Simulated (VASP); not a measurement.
# KRb2 in VASP: notebook, part 2 of 2

VASP 6.6.1. Earlier steps stand in the parts before.

## Step 4: Relaxation of cell and atoms, PBE

Input file INCAR:

```
ALGO = Normal
EDIFF = 1E-7
EDIFFG = -0.04
ENCUT = 600
GGA = PE
IBRION = 2
ISIF = 3
ISMEAR = 0
LASPH = True
LCHARG = False
LREAL = False
LWAVE = False
NELM = 60
NSW = 90
PREC = Accurate
SIGMA = 0.1
```

Input file KPOINTS:

```
k-points
0
Gamma
  6 6 1
```

Input file POSCAR:

```
KRb2
1.0
    3.3425465000      0.0000000000      0.0000000000
   -1.6712732500      2.8947301800      0.0000000000
    0.0000000000      0.0000000000     16.7816940700
K Rb
1 2
Direct
    0.0000000000      0.0000000000      0.0000000000
    0.3333333300      0.6666666700      0.0997865200
    0.3333333300      0.6666666700      0.9002134800
```

Potentials or basis: VASP PAW PBE potentials, release 64 (K_sv, Rb_sv).

Command:

```console
cat potpaw_PBE.64/K_sv/POTCAR potpaw_PBE.64/Rb_sv/POTCAR > POTCAR
mpirun -np 1 vasp_std > vasp.out
```

OUTCAR:

```text
EDIFF = 1E-7
   EDIFFG = -0.04
   ENCUT = 600
   GGA = PE
   IBRION = 2
   ISIF = 3
   ISMEAR = 0
   LASPH = True
   LREAL = False
   NELM = 60
   NSW = 90
   PREC = Accurate

 ion  position               nearest neighbor table
   1  0.000  0.000  0.000-   2 2.56   3 2.56   2 2.56   3 2.56   2 2.56   3 2.56   2 4.21   3 4.21
                             2 4.21   3 4.21   2 4.21   3 4.21
   2  0.333  0.667  0.100-   1 2.56   1 2.56   1 2.56   3 3.35   1 4.21   1 4.21   1 4.21   3 4.73
                             3 4.73   3 4.73   3 4.73   3 4.73   3 4.73
   3  0.333  0.667  0.900-   1 2.56   1 2.56   1 2.56   2 3.35   1 4.21   1 4.21   1 4.21   2 4.73
                             2 4.73   2 4.73   2 4.73   2 4.73   2 4.73

  LATTYP: Found a hexagonal cell.
 ALAT       =     3.3425465000
 C/A-ratio  =     5.0206314467

  Lattice vectors:

 A1 = (   3.3425465000,   0.0000000000,   0.0000000000)
 A2 = (  -1.6712732500,   2.8947301800,   0.0000000000)
 A3 = (   0.0000000000,   0.0000000000,  16.7816940700)

Analysis of symmetry for initial positions (statically):
=====================================================================
 Subroutine PRICEL returns:
 Original cell was already a primitive cell.

 Routine SETGRP: Setting up the symmetry group for a
 hexagonal supercell.

 Subroutine GETGRP returns: Found 12 space group operations
 (whereof 12 operations were pure point group operations)
 out of a pool of 24 trial point group operations.

The static configuration has the point symmetry D_3h.
[... 146 lines left out ...]

  energy without entropy =        6.94820125  energy(sigma->0) =        6.94308853

 E-fermi :   0.6755     XC(G=0):  -5.1280

 val. band max:        0.6727678518   @ k =   0.3333   0.0000   0.0000
 cond. band min:       0.9645156697   @ k =   0.1667   0.1667   0.0000
 fundamental gap:      0.2917478180
 Fermi energy:         0.6755189177

 k-point     1 :       0.0000    0.0000    0.0000
  band No.  band energies     occupation
      1     -32.8980      2.00000
      2     -29.4897      2.00000
      3     -28.8790      2.00000
      4     -16.6774      2.00000
      5     -15.8120      2.00000
      6     -15.8120      2.00000
[... 233 lines left out ...]
  FREE ENERGIE OF THE ION-ELECTRON SYSTEM (eV)
  ---------------------------------------------------
  free  energy   TOTEN  =        -2.0683518599 eV

  energy  without entropy=       -2.0545973818  energy(sigma->0) =       -2.06147462

[... ionic steps 4 to 12 ...]

--------------------------------------- Ionic step       13  -------------------------------------------

 number of electron      26.9999998 magnetization

------------------------ aborting loop because EDIFF is reached ----------------------------------------
[... 69 lines left out ...]
--------------------------------------- Ionic step       15  -------------------------------------------

 number of electron      26.9999998 magnetization

 Free energy of the ion-electron system (eV)
  ---------------------------------------------------
  ext. energy  EPLUGINS =         0.00000000
  ---------------------------------------------------
  free energy    TOTEN  =        -2.62562387 eV

  energy without entropy =       -2.60873032  energy(sigma->0) =       -2.61717710

 E-fermi :  -1.3920     XC(G=0):  -2.6997

 val. band max:       -1.4468267763   @ k =   0.3333   0.1667   0.0000
 cond. band min:      -1.1073388652   @ k =   0.5000   0.0000   0.0000
 fundamental gap:      0.3394879111
 Fermi energy:        -1.3919963490

 k-point     1 :       0.0000    0.0000    0.0000
  band No.  band energies     occupation
      1     -33.4456      2.00000
      2     -30.3023      2.00000
      3     -30.3023      2.00000
      4     -16.9335      2.00000
      5     -16.9027      2.00000
      6     -16.9027      2.00000
[... 159 lines left out ...]
  FREE ENERGIE OF THE ION-ELECTRON SYSTEM (eV)
  ---------------------------------------------------
  free  energy   TOTEN  =        -2.6256238738 eV

  energy  without entropy=       -2.6087303185  energy(sigma->0) =       -2.61717710

 reached required accuracy - stopping structural energy minimisation
```

OSZICAR:

```text
N       E                     dE             d eps       ncg     rms          rms(c)
DAV:   1     0.251583651401E+03    0.25158E+03   -0.13100E+04   254   0.144E+03
DAV:   2     0.239645228889E+02   -0.22762E+03   -0.22498E+03   289   0.351E+02
DAV:   3     0.435861609068E+01   -0.19606E+02   -0.19384E+02   441   0.888E+01
[... 295 lines left out ...]
DAV:  12    -0.262562114820E+01   -0.26402E-05   -0.35406E-07   206   0.136E-03    0.458E-04
DAV:  13    -0.262562281395E+01   -0.16658E-05   -0.28141E-07   190   0.106E-03    0.200E-04
DAV:  14    -0.262562356558E+01   -0.75163E-06   -0.17903E-07   203   0.682E-04    0.197E-04
DAV:  15    -0.262562382576E+01   -0.26018E-06   -0.31759E-08   169   0.431E-04    0.910E-05
DAV:  16    -0.262562387377E+01   -0.48009E-07   -0.42159E-09   168   0.121E-04
  15 F= -.26256239E+01 E0= -.26171771E+01  d E =-.314275E-02
```

Wall time 15 min (1 thread of Oxide Virtual Turin-like, shared host); peak memory 0.29 GiB.

What came out:

| Quantity | Value |
| --- | --- |
| Free energy | -2.6256 eV |
| Relaxed cell | a = 4.891 Å, b = 4.891 Å, c = 29.584 Å, α = 90.00°, β = 90.00°, γ = 120.00° |
| Space group after relaxing (to 0.1 Å) | P-6m2 (No. 187) |
| Energy gained by relaxing | 3187.9 meV/atom |
| Ionic steps | 15 |
| Largest force after relaxing | 0.034 eV/Å |
| Band gap on the k mesh | zero (an odd number of electrons rules out a gap without spin polarisation) |

Forces in eV/Å, atoms in the order of the input:
```
K    0.000  0.000  0.000
Rb   0.000  0.000  0.034
Rb   0.000  0.000 -0.034
```

Step by step:
```
step  energy change (eV)  largest force (eV/Å)  pressure (GPa)  volume (Å³)
   1              0.0000                4.5344           15.56       162.38
   2             -7.4505                1.2377            2.95       319.85
   3             -9.0063                0.5636            0.90       441.12
   4             -9.3948                0.0410           -0.19       768.40
   5             -9.4807                0.0399           -0.08       672.70
   6             -9.4904                0.0910           -0.01       630.23
   7             -9.4886                0.1100            0.01       616.58
   8             -9.4972                0.1066            0.01       615.43
   9             -9.5216                0.0974            0.01       611.43
  10             -9.5541                0.0656            0.03       601.03
  11             -9.4875                0.0158            0.09       571.54
  12             -9.5586                0.0613            0.03       597.62
  13             -9.5599                0.0507            0.05       591.18
  14             -9.5605                0.0558            0.04       593.33
  15             -9.5636                0.0337           -0.01       612.93
```

Final structure:
```
CELL_PARAMETERS angstrom
4.89120 0.00000 0.00000
-2.44560 4.23590 0.00000
0.00000 0.00000 29.58372
ATOMIC_POSITIONS crystal
K 0.00000 0.00000 0.00000
Rb 0.33333 0.66667 0.12867
Rb 0.33333 0.66667 0.87133
```

Levels at points of the mesh, in eV from the Fermi level:
```
           k point  band 11  band 12  band 13  band 14  band 15  band 16  band 17
(0.00, 0.00, 0.00)   -12.95   -12.95    -1.81    -1.28    -0.37     0.76     1.31
(0.50, 0.00, 0.00)   -12.97   -12.97     0.28     0.42     0.69     1.10     1.49
```

Caveat: the k points lie up to 0.25 Å⁻¹ apart in the final cell, too coarse for converged energies and pressures of a metal; the volume moved by over 15 % at a fixed basis, so the end points are rough; there is no dipole correction, which matters where the two faces differ; the relaxation moved the vacuum too, so the length across it says nothing of the material.

## Step 5: Single point, PBE

This run uses another cell than the first one, of 86.62 Å³/atom.

Input file INCAR:

```
SYSTEM = KRb2
ALGO = Fast
EDIFF = 1E-6
ENCUT = 520
GGA = PE
ISIF = 2
ISMEAR = 0
LASPH = .True.
LCHARG = .True.
LELF = .True.
LREAL = .False.
LVHAR = .True.
LWAVE = .False.
NBANDS = 20
NELM = 60
PREC = Accurate
SIGMA = 0.1
```

Input file KPOINTS:

```
k-points
0
Gamma
  12 12 4
  0 0 0
```

Input file POSCAR:

```
KRb2
1.0
    4.8958348822      0.0000000000      0.0000000000
   -2.4479174411      4.2399173808      0.0000000000
    0.0000000000      0.0000000000     12.5189134071
K Rb
1 2
Direct
    0.0000000000      0.0000000000      0.0000000000
    0.3333333333      0.6666666667      0.3154654787
    0.3333333333      0.6666666667      0.6845345213
```

Command:

```console
cat potpaw_PBE.64/K_sv/POTCAR potpaw_PBE.64/Rb_sv/POTCAR > POTCAR
mpirun -np 1 vasp_std > vasp.out
```

It took 11 min on 1 thread of Oxide Virtual Turin-like, shared host; peak memory 0.48 GiB.

Results (log left out):

```yaml
Free_energy: -2.8674 eV
Pressure: 0.0 GPa
Band_gap_on_the_k_mesh: zero (an odd number of electrons rules out a gap without spin polarisation)
```

Levels at points of the mesh, in eV from the Fermi level:
| k point | band 12 | band 13 | band 14 | band 15 | band 16 | band 17 |
| --- | --- | --- | --- | --- | --- | --- |
| (0.00, 0.00, 0.00) | -12.96 | -2.00 | -0.98 | -0.80 | 1.54 | 1.73 |
| (0.50, 0.00, 0.00) | -12.97 | 0.08 | 0.35 | 0.82 | 0.91 | 1.16 |
| (0.00, 0.00, 0.50) | -12.96 | -1.75 | -1.66 | 0.11 | 0.52 | 2.43 |
| (0.50, 0.00, 0.50) | -12.97 | 0.32 | 0.33 | 0.42 | 0.71 | 1.30 |

## Step 6: Summary

```tsv
task	cell	k mesh	cutoff (eV)	gap on the mesh (eV)	largest force (eV/Å)
single point	a = 3.343, b = 3.343, c = 16.782 Å, angles 90.0, 90.0, 120.0°, 3 atoms, atomic positions A	6 × 6 × 1	520	none	4.53
single point	a = 4.804, b = 4.804, c = 16.843 Å, angles 90.0, 90.0, 120.0°, 3 atoms, atomic positions B	6 × 6 × 1	520	none	0.01
relaxation of cell and atoms	relaxed from a = 3.343, b = 3.343, c = 16.782 Å, angles 90.0, 90.0, 120.0°, 3 atoms, atomic positions A	6 × 6 × 1	600	none	0.03
single point	a = 4.896, b = 4.896, c = 12.519 Å, angles 90.0, 90.0, 120.0°, 3 atoms, atomic positions C	12 × 12 × 4	520	none	-
```

Alike in all rows: level PBE; potentials or basis VASP PAW PBE potentials, release 64 (K_sv, Rb_sv); no spin polarisation; smearing gaussian 0.1 eV.

Caveats: some runs use coarse meshes; there is no dipole correction, which matters where the two faces differ (at least some runs); the volume moved by over 15 % at a fixed basis, so the end points are rough (at least some runs); the relaxation moved the vacuum too, so the length across it says nothing of the material (at least some runs).

Total energies depend on the potentials used, so only differences within one code and one set of settings carry meaning.

The gap in the log of VASP goes by the Fermi energy; the results here count the filled bands.